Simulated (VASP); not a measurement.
# WC (P1) in VASP: a series of runs, part 2 of 2

VASP 6.6.1.

### 3 Single point, PBE

Contents of INCAR:

```
  ALGO = Normal
  EDIFF = 1E-6
  ENCUT = 520
  GGA = PE
  ISIF = 2
  ISMEAR = -1
  LASPH = T
  LCHARG = F
  LREAL = Auto
  LWAVE = F
  NBANDS = 86
  NELM = 80
  PREC = Accurate
  SIGMA = 0.36
```

Contents of KPOINTS:

```
k-points
0
Gamma
  2 2 2
```

Contents of POSCAR:

```
WC
1.0
   -2.9165940000     -5.0516900000      0.0000000000
    4.3748920000     -2.5258450000      0.0000000000
    0.0000000000      0.0000000000      5.6788720000
W C
8 8
Direct
    0.7463171647      0.4733612086     -0.0224340327
    0.7205074953      0.5019387536      0.4730516905
    0.4971133636     -0.0101995996     -0.0512953981
    0.5062231361     -0.0031206801      0.4704103209
    0.2490658187      0.4950805351     -0.0232088344
    0.2140535549      0.4662074661      0.4646345260
   -0.0118611367     -0.0082274306     -0.0311329433
   -0.0156730345      0.0130947511      0.4778413741
    0.4647608815      0.6563633567      0.2396602706
    0.4659148317      0.6697729687      0.7201782326
    0.2741303165      0.1017000731      0.1799653171
    0.2382318819      0.1399636099      0.7497439632
   -0.0146272655      0.6550649034      0.2203254449
   -0.0405447034      0.6459696745      0.7229428661
    0.7389145286      0.1553669623      0.2518281800
    0.7581189879      0.1705242761      0.6946097746
```

Potentials or basis: VASP PAW PBE potentials, release 64 (W_sv, C).

Run with:

```bash
> cat potpaw_PBE.64/W_sv/POTCAR potpaw_PBE.64/C/POTCAR > POTCAR
> mpirun -np 1 vasp_std > vasp.out
```

OUTCAR:

```text
EDIFF = 1E-6
   ENCUT = 520
   GGA = PE
   ISIF = 2
   ISMEAR = -1
   LASPH = T
   LREAL = Auto
   NELM = 80
   PREC = Accurate

 ion  position               nearest neighbor table
   1  0.746  0.473  0.978-  14 2.10  13 2.17  16 2.22  15 2.24   9 2.40  10 2.41   7 2.81   2 2.82
                             3 2.85   2 2.87   5 2.90   5 2.93   7 2.97   3 2.99
   2  0.721  0.502  0.473-  16 2.11  14 2.12   9 2.14  15 2.16  10 2.21  13 2.25   4 2.80   1 2.82
                             4 2.84   1 2.87   6 2.88   8 2.91   6 2.96   8 3.01
   3  0.497  0.990  0.949-  11 1.93  12 2.03  10 2.08  16 2.29   9 2.37  15 2.38   4 2.72   1 2.85
                             7 2.87   5 2.89   5 2.94   4 2.96   7 2.97   1 2.99
   4  0.506  0.997  0.470-  15 2.01  16 2.13   9 2.18  10 2.19  11 2.20  12 2.34   3 2.72   8 2.79
                             2 2.80   2 2.84   6 2.92   3 2.96   8 3.05   6 3.18
   5  0.249  0.495  0.977-   9 2.12  10 2.12  12 2.21  13 2.22  11 2.30  14 2.35   6 2.78   3 2.89
                             1 2.90   6 2.92   1 2.93   7 2.94   3 2.94   7 2.96
   6  0.214  0.466  0.465-  13 2.15   9 2.17  14 2.28  10 2.31  12 2.31  11 2.48   8 2.65   5 2.78
                             2 2.88   5 2.92   4 2.92   2 2.96   8 3.07   4 3.18
   7  0.988  0.992  0.969-  12 2.06  11 2.13  13 2.22  14 2.24  16 2.25  15 2.32   8 2.79   1 2.81
                             3 2.87   8 2.89   5 2.94   5 2.96   3 2.97   1 2.97
   8  0.984  0.013  0.478-  16 1.97  15 2.05  12 2.23  14 2.32  13 2.33  11 2.43   6 2.65   4 2.79
                             7 2.79   7 2.89   2 2.91   2 3.01   4 3.05   6 3.07
   9  0.465  0.656  0.240-   5 2.12   2 2.14   6 2.17   4 2.18   3 2.37   1 2.40
  10  0.466  0.670  0.720-   3 2.08   5 2.12   4 2.19   2 2.21   6 2.31   1 2.41
  11  0.274  0.102  0.180-   3 1.93   7 2.13   4 2.20   5 2.30   8 2.43   6 2.48
  12  0.238  0.140  0.750-   3 2.03   7 2.06   5 2.21   8 2.23   6 2.31   4 2.34
  13  0.985  0.655  0.220-   6 2.15   1 2.17   5 2.22   7 2.22   2 2.25   8 2.33
  14  0.959  0.646  0.723-   1 2.10   2 2.12   7 2.24   6 2.28   8 2.32   5 2.35
  15  0.739  0.155  0.252-   4 2.01   8 2.05   2 2.16   1 2.24   7 2.32   3 2.38
  16  0.758  0.171  0.695-   8 1.97   2 2.11   4 2.13   1 2.22   7 2.25   3 2.29

  LATTYP: Found a simple orthorhombic cell.
 ALAT       =     5.0516901108
 B/A-ratio  =     1.1241528826
 C/A-ratio  =     1.1547004555

  Lattice vectors:

 A1 = (   4.3748920000,  -2.5258450000,   0.0000000000)
 A2 = (   0.0000000000,   0.0000000000,   5.6788720000)
 A3 = (  -2.9165940000,  -5.0516900000,   0.0000000000)

[... 171 lines left out ...]
 maximum number of plane-waves:      4534
 NGX is ok and might be reduce to    48
   NGX = 21   NGY = 19   NGZ = 21

 number of electron     143.9999999 magnetization

 Free energy of the ion-electron system (eV)
  ---------------------------------------------------
  ext. energy  EPLUGINS =         0.00000000
  ---------------------------------------------------
  free energy    TOTEN  =      -175.38037690 eV

  energy without entropy =     -173.37708355  energy(sigma->0) =     -174.37873023

 E-fermi :  11.4342     XC(G=0): -13.7299

 val. band max:       11.3376202083   @ k =   0.0000   0.0000   0.5000
 cond. band min:      11.4636818724   @ k =   0.0000   0.5000   0.0000
 fundamental gap:      0.1260616640
 Fermi energy:        11.4342026233

 k-point     1 :       0.0000    0.0000    0.0000
  band No.  band energies     occupation
      1     -62.9730      2.00000
      2     -62.9317      2.00000
      3     -62.8840      2.00000
      4     -62.8601      2.00000
      5     -62.8352      2.00000
      6     -62.8258      2.00000
[... 685 lines left out ...]
     83      14.7777      0.00019
     84      15.0901      0.00008
 [bands above 84 left out]

------------------------ aborting loop because EDIFF is reached ----------------------------------------

  FORCE on cell =-STRESS in cart. coord.  units (eV):
  Direction    XX          YY          ZZ          XY          YZ          ZX
  --------------------------------------------------------------------------------------
  -------------------------------------------------------------------------------------
  Total       11.9622583     15.8159494     17.7752066      2.2311934      1.7022346      0.8936253
  in kB      114.5299151    151.4262018    170.1846633     21.3620529     16.2976569      8.5558116
  external PRESSURE =     145.3802601 kB  Pullay stress =       0.0000000 kB

 VOLUME and BASIS-vectors are now :
 -----------------------------------------------------------------------------
  energy-cutoff  :      520.00
  volume of cell :      167.34
      direct lattice vectors                 reciprocal lattice vectors
    -2.916594000 -5.051690000  0.000000000    -0.085716407 -0.148465176  0.000000000
     4.374892000 -2.525845000  0.000000000     0.171432813 -0.098976761  0.000000000
     0.000000000  0.000000000  5.678872000     0.000000000  0.000000000  0.176091308

 POSITION                                       TOTAL-FORCE (eV/Angst)
 -----------------------------------------------------------------------------------
     -0.10580     -4.96580      5.55147         2.432396      0.330733     -0.299768
      0.09450     -4.90760      2.68640        -0.842261     -0.603880     -0.470739
      2.88039     -5.01135      5.38757        -2.238986     -1.045687      2.430579
      2.88479     -5.07525      2.67140         1.111804      4.285614     -0.326910
      1.43950     -2.50870      5.54707        -0.170243      2.651484     -1.119052
      1.41530     -2.25890      2.63860         1.452912     -3.267712      1.535613
[... 8 lines left out ...]
     -1.47540     -4.12520      1.43010         0.289668     -1.213859     -3.565111
     -1.46510     -4.26050      3.94460         1.194813      1.840587      3.522976
 -----------------------------------------------------------------------------------
    total drift:                               -0.007848     -0.014138      0.019654

  FREE ENERGIE OF THE ION-ELECTRON SYSTEM (eV)
  ---------------------------------------------------
  free  energy   TOTEN  =      -175.3803769045 eV

  energy  without entropy=     -173.3770835548  energy(sigma->0) =     -174.37873023
```

Wall time 2.7 min (1 thread of Intel Xeon Platinum 8488C (Sapphire Rapids), shared host); peak memory 0.31 GiB.

What came out:

| Quantity | Value |
| --- | --- |
| Free energy | -175.3804 eV |
| Pressure | 14.5 GPa |
| Largest force | 6.452 eV/Å |
| Band gap on the k mesh | zero (band 72 reaches 11.53 eV, above the bottom of band 73 at 11.47 eV) |

Forces on the atoms (eV/Å):
```
W    2.432  0.331 -0.300
W   -0.842 -0.604 -0.471
W   -2.239 -1.046  2.431
W    1.112  4.286 -0.327
W   -0.170  2.651 -1.119
W    1.453 -3.268  1.536
W   -0.881  0.869  1.080
W   -5.241 -0.334 -1.913
C   -1.223 -1.238 -1.332
C   -2.055  0.025 -0.548
C    4.915  1.130  4.025
C    1.676 -0.913 -3.223
C   -0.079  0.167  0.142
C   -0.343 -2.683  0.061
C    0.290 -1.214 -3.565
C    1.195  1.841  3.523
```

Caveat: the k points lie up to 0.62 Å⁻¹ apart; spin-orbit coupling is left out, which moves the levels of the heavy elements; forces of over 1 eV/Å act on the atoms, so gaps and moduli don't describe the material at rest.

### 4 Single point, PBE

Contents of INCAR:

```
  ALGO = Normal
  EDIFF = 1E-6
  ENCUT = 520
  GGA = PE
  ISIF = 2
  ISMEAR = -1
  LASPH = True
  LCHARG = False
  LREAL = Auto
  LWAVE = False
  NBANDS = 86
  NELM = 60
  PREC = Accurate
  SIGMA = 0.36
```

KPOINTS is that of step 3.

Contents of POSCAR:

```
WC
1.0
   -2.9165940000     -5.0516900000      0.0000000000
    4.3748920000     -2.5258450000      0.0000000000
    0.0000000000      0.0000000000      5.6788720000
W C
8 8
Direct
    0.7378813394      0.5032582032      0.0023244053
    0.7311915343      0.4216992881      0.4724353710
    0.4698778835     -0.0320595307     -0.0676190624
    0.4674568676     -0.0278905410      0.4529772814
    0.2066499363      0.4357625204     -0.0239836362
    0.2309787263      0.4934455907      0.4932845819
   -0.0328412358      0.0075237168     -0.0208492109
   -0.0588787476     -0.0669331727      0.4711851227
    0.4978657034      0.6786389523      0.1957783165
    0.5197995749      0.6443917522      0.7239641957
    0.2223985480      0.1400368902      0.1950387330
    0.2309414733      0.1275831530      0.7052104714
   -0.0011077037      0.5464293240      0.2503314038
   -0.0144060903      0.6010167299      0.6925318972
    0.7060567325      0.1567080581      0.2092669108
    0.7365553722      0.1506626859      0.7157055133
```

Potentials or basis: VASP PAW PBE potentials, release 64 (W_sv, C).

Run with:

```bash
> cat potpaw_PBE.64/W_sv/POTCAR potpaw_PBE.64/C/POTCAR > POTCAR
> mpirun -np 1 vasp_std > vasp.out
```

OUTCAR:

```text
EDIFF = 1E-6
   ENCUT = 520
   GGA = PE
   ISIF = 2
   ISMEAR = -1
   LASPH = True
   LREAL = Auto
   NELM = 60
   PREC = Accurate

 ion  position               nearest neighbor table
   1  0.738  0.503  0.002-   9 1.99  13 2.09  15 2.12  10 2.15  14 2.33  16 2.41   2 2.70   5 2.76
                             7 2.84   3 2.85   7 2.88   2 3.04   5 3.12   3 3.15
   2  0.731  0.422  0.472-  16 1.95  15 2.01  13 2.10  14 2.14  10 2.20   9 2.45   1 2.70   4 2.75
                             8 2.76   8 2.86   6 2.94   6 2.94   1 3.04   4 3.18
   3  0.470  0.968  0.932-  10 2.04  12 2.06   9 2.10  16 2.19  11 2.25  15 2.30   4 2.72   5 2.83
                             1 2.85   7 2.92   7 2.95   4 2.96   5 3.11   1 3.15
   4  0.467  0.972  0.453-   9 2.09  12 2.14  15 2.17  11 2.22  10 2.28  16 2.35   3 2.72   2 2.75
                             8 2.77   6 2.79   3 2.96   6 2.98   8 3.08   2 3.18
   5  0.207  0.436  0.976-  11 1.95  13 2.05  12 2.19  14 2.23   9 2.44  10 2.55   7 2.58   1 2.76
                             6 2.76   3 2.83   6 2.96   3 3.11   1 3.12   7 3.21
   6  0.231  0.493  0.493-  14 1.90  13 1.95  12 2.21  10 2.27  11 2.46   9 2.48   5 2.76   4 2.79
                             8 2.79   2 2.94   2 2.94   5 2.96   4 2.98   8 3.30
   7  0.967  0.008  0.979-  11 2.04  16 2.14  15 2.14  12 2.27   5 2.58  14 2.62   8 2.82   1 2.84
                             1 2.88   8 2.91   3 2.92   3 2.95   5 3.21
   8  0.941  0.933  0.471-  14 2.11  16 2.14  15 2.32  13 2.35  12 2.36  11 2.50   2 2.76   4 2.77
                             6 2.79   7 2.82   2 2.86   7 2.91   4 3.08   6 3.30
   9  0.498  0.679  0.196-   1 1.99   4 2.09   3 2.10   5 2.44   2 2.45   6 2.48
  10  0.520  0.644  0.724-   3 2.04   1 2.15   2 2.20   6 2.27   4 2.28   5 2.55
  11  0.222  0.140  0.195-   5 1.95   7 2.04   4 2.22   3 2.25   6 2.46   8 2.50
  12  0.231  0.128  0.705-   3 2.06   4 2.14   5 2.19   6 2.21   7 2.27   8 2.36
  13  0.999  0.546  0.250-   6 1.95   5 2.05   1 2.09   2 2.10   8 2.35
  14  0.986  0.601  0.693-   6 1.90   8 2.11   2 2.14   5 2.23   1 2.33   7 2.62
  15  0.706  0.157  0.209-   2 2.01   1 2.12   7 2.14   4 2.17   3 2.30   8 2.32
  16  0.737  0.151  0.716-   2 1.95   8 2.14   7 2.14   3 2.19   4 2.35   1 2.41

  LATTYP: Found a simple orthorhombic cell.
 ALAT       =     5.0516901108
 B/A-ratio  =     1.1241528826
 C/A-ratio  =     1.1547004555

  Lattice vectors:

 A1 = (   4.3748920000,  -2.5258450000,   0.0000000000)
 A2 = (   0.0000000000,   0.0000000000,   5.6788720000)
 A3 = (  -2.9165940000,  -5.0516900000,   0.0000000000)

Analysis of symmetry for initial positions (statically):
=====================================================================
 Subroutine PRICEL returns:
 Original cell was already a primitive cell.

 Routine SETGRP: Setting up the symmetry group for a
 simple orthorhombic supercell.

 Subroutine GETGRP returns: Found  1 space group operations
 (whereof  1 operations were pure point group operations)
 out of a pool of  8 trial point group operations.

The static configuration has the point symmetry C_1 .

Analysis of symmetry for dynamics (positions and initial velocities):
=====================================================================
 Subroutine PRICEL returns:
 Original cell was already a primitive cell.

 Routine SETGRP: Setting up the symmetry group for a
 simple orthorhombic supercell.

 Subroutine GETGRP returns: Found  1 space group operations
 (whereof  1 operations were pure point group operations)
 out of a pool of  8 trial point group operations.

The dynamic configuration has the point symmetry C_1 .

 Subroutine INISYM returns: Found  1 space group operations
 (whereof  1 operations are pure point group operations),
 and found     1 'primitive' translations

[... 92 lines left out ...]
   ions per type =               8   8
   NGX,Y,Z   is equivalent  to a cutoff of  13.68, 13.16, 12.30 a.u.
   NGXF,Y,Z  is equivalent  to a cutoff of  27.36, 26.33, 24.59 a.u.
 SYSTEM =  unknown system
   PREC   = accura    normal or accurate (medium, high low for compatibility)
   ISTART =      0    job   : 0-new  1-cont  2-samecut
   ICHARG =      2    charge: 1-file 2-atom 10-const
   ISPIN  =      1    spin polarized calculation?
   LNONCOLLINEAR =      F non collinear calculations
   LSORBIT =      F    spin-orbit coupling
   LASPH  =      T    aspherical Exc in radial PAW
   ENCUT  =  520.0 eV  38.22 Ry    6.18 a.u.  10.85  9.39 10.56*2*pi/ulx,y,z
   NELM   =     60;   NELMIN=  2; NELMDL= -5     # of ELM steps
   EDIFF  = 0.1E-05   stopping-criterion for ELM
   LREAL  =      T    real-space projection
   EDIFFG = 0.1E-04   stopping-criterion for IOM
   NSW    =      0    number of steps for IOM
   IBRION =     -1    ionic relax: 0-MD 1-quasi-New 2-CG
   NFREE  =      0    steps in history (QN), initial steepest desc. (CG)
   ISIF   =      2    stress and relaxation
   ISYM   =      2    0-nonsym 1-usesym 2-fastsym
   POTIM  = 0.5000    time-step for ionic-motion
   TEBEG  =    0.0;   TEEND  =   0.0 temperature during run
   PSTRESS=    0.0 pullay stress
   NELECT =     144.0000    total number of electrons
   NUPDOWN=      -1.0000    fix difference up-down
   EMIN   =  10.00;   EMAX   =-10.00  energy-range for DOS
   EFERMI =   0.00;   METHOD = LEGACY
   ISMEAR =    -1;   SIGMA  =   0.36  broadening in eV -4-tet -1-fermi 0-gaus
   EFERMI_NEDOS =   21; number of points for ismear=-14 and -15
   IALGO  =     38    algorithm
   IMIX   =      4    mixing-type and parameters
     AMIX     =   0.40;   BMIX     =  1.00
     AMIX_MAG =   1.60;   BMIX_MAG =  1.00
  volume/ion in A,a.u.               =      10.46        70.58
  Fermi-wavevector in a.u.,A,eV,Ry     =   1.557139  2.942566 32.989800  2.424682
  Thomas-Fermi vector in A             =   2.660833
   LORBIT       =      0    0 simple, 1 ext, 2 COOP (PROOUT), +10 PAW based schemes
   GGA     = PE    functional components
   LHFCALC =     F    Hartree Fock is set to
   AEXX    =    0.0000 exact exchange contribution
   IVDW    =     0    specifies the selected vdW correction
   LEPSILON=     F    determine dielectric tensor
   LRPA    =     F    only Hartree local field effects (RPA)
 non-spin polarized calculation
  energy-cutoff  :      520.00
  volume of cell :      167.34
 maximum number of plane-waves:      4534
 NGX is ok and might be reduce to    48
   NGX = 21   NGY = 19   NGZ = 21

 number of electron     144.0000007 magnetization

 Free energy of the ion-electron system (eV)
  ---------------------------------------------------
  ext. energy  EPLUGINS =         0.00000000
  ---------------------------------------------------
  free energy    TOTEN  =      -171.74402508 eV

  energy without entropy =     -169.60227426  energy(sigma->0) =     -170.67314967

 E-fermi :  11.4142     XC(G=0): -13.7018

 val. band max:       11.3413757631   @ k =   0.5000  -0.0000   0.0000
 cond. band min:      11.4876627611   @ k =   0.5000  -0.0000   0.0000
 fundamental gap:      0.1462869980
 Fermi energy:        11.4142389623

 k-point     1 :       0.0000    0.0000    0.0000
  band No.  band energies     occupation
      1     -63.0342      2.00000
      2     -62.8826      2.00000
      3     -62.8284      2.00000
      4     -62.8047      2.00000
      5     -62.7973      2.00000
      6     -62.7660      2.00000
[... 685 lines left out ...]
     83      14.5693      0.00031
     84      14.9578      0.00011
 [bands above 84 left out]

------------------------ aborting loop because EDIFF is reached ----------------------------------------

  FORCE on cell =-STRESS in cart. coord.  units (eV):
  Direction    XX          YY          ZZ          XY          YZ          ZX
  --------------------------------------------------------------------------------------
  -------------------------------------------------------------------------------------
  Total       31.9274387     18.9107846     29.1439519     -1.7066645      3.2981117     -2.0637258
  in kB      305.6819832    181.0569961    279.0321228    -16.3400702     31.5770185    -19.7586725
  external PRESSURE =     255.2570340 kB  Pullay stress =       0.0000000 kB

 VOLUME and BASIS-vectors are now :
 -----------------------------------------------------------------------------
  energy-cutoff  :      520.00
  volume of cell :      167.34
      direct lattice vectors                 reciprocal lattice vectors
    -2.916594000 -5.051690000  0.000000000    -0.085716407 -0.148465176  0.000000000
     4.374892000 -2.525845000  0.000000000     0.171432813 -0.098976761  0.000000000
     0.000000000  0.000000000  5.678872000     0.000000000  0.000000000  0.176091308

 POSITION                                       TOTAL-FORCE (eV/Angst)
 -----------------------------------------------------------------------------------
      0.04960     -4.99870      0.01320        -2.256948      1.239442     -5.036111
     -0.28770     -4.75890      2.68290         6.341611     -2.693588      1.036949
      2.86419     -4.81854      5.29487         0.862648     -1.382909      4.598026
      2.88949     -4.81684      2.57240         0.141377      0.146947      0.292752
      1.30370     -2.14460      5.54267         3.326219     -6.660283     -1.997251
      1.48510     -2.41320      2.80130        -5.674739     -1.449285     -2.949660
[... 8 lines left out ...]
     -1.37370     -3.96260      1.18840        -2.677098      0.942108     -0.862390
     -1.48910     -4.10140      4.06440        -1.765691      1.803706      1.549784
 -----------------------------------------------------------------------------------
    total drift:                               -0.016854     -0.002253     -0.010500

  FREE ENERGIE OF THE ION-ELECTRON SYSTEM (eV)
  ---------------------------------------------------
  free  energy   TOTEN  =      -171.7440250756 eV

  energy  without entropy=     -169.6022742609  energy(sigma->0) =     -170.67314967
```

It took 2.5 min on 1 thread of Intel Xeon Platinum 8488C (Sapphire Rapids), shared host; peak memory 0.3 GiB.

What came out:

- Free energy: -171.7440 eV
- Pressure: 25.5 GPa
- Largest force: 7.708 eV/Å
- Band gap on the k mesh: zero (band 72 reaches 11.74 eV, above the bottom of band 73 at 11.23 eV)

Forces in eV/Å, atoms in the order of the input:
```
W   -2.257  1.239 -5.036
W    6.342 -2.694  1.037
W    0.863 -1.383  4.598
W    0.141  0.147  0.293
W    3.326 -6.660 -1.997
W   -5.675 -1.449 -2.950
W   -3.396  3.129 -2.316
W   -0.420 -3.612 -0.832
C   -0.719  3.081  1.912
C    0.521  2.266 -1.326
C   -2.352  0.488  3.110
C    1.094  1.468 -0.194
C    4.450 -0.003 -1.000
C    2.525  1.236  4.014
C   -2.677  0.942 -0.862
C   -1.766  1.804  1.550
```

Stress tensor (GPa, compression positive):
```
30.57 -1.63 -1.98
-1.63 18.11  3.16
-1.98  3.16 27.90
```

Levels at points of the mesh, in eV from the Fermi level:
| k point | band 70 | band 71 | band 72 | band 73 | band 74 | band 75 |
| --- | --- | --- | --- | --- | --- | --- |
| (0.00, 0.00, 0.00) | -0.65 | -0.41 | -0.15 | 0.08 | 0.75 | 1.09 |
| (0.50, 0.00, 0.00) | -0.74 | -0.10 | -0.07 | 0.07 | 0.17 | 0.71 |
| (0.00, 0.50, 0.00) | -0.98 | -0.38 | 0.32 | 0.91 | 1.36 | 1.55 |
| (0.50, 0.50, 0.00) | -1.32 | -1.14 | -1.00 | 0.84 | 1.04 | 1.32 |
| (0.00, 0.00, 0.50) | -0.92 | -0.46 | -0.21 | 0.19 | 0.34 | 0.78 |
| (0.50, 0.00, 0.50) | -0.91 | -0.68 | -0.48 | -0.18 | 0.33 | 0.67 |
| (0.00, 0.50, 0.50) | -1.18 | -1.06 | -0.85 | 0.42 | 0.65 | 0.85 |
| (0.50, 0.50, 0.50) | -1.26 | -1.12 | -0.98 | 0.38 | 0.87 | 1.15 |

Caveat: the k points lie up to 0.62 Å⁻¹ apart; spin-orbit coupling is left out, which moves the levels of the heavy elements; forces of over 1 eV/Å act on the atoms, so gaps and moduli don't describe the material at rest.
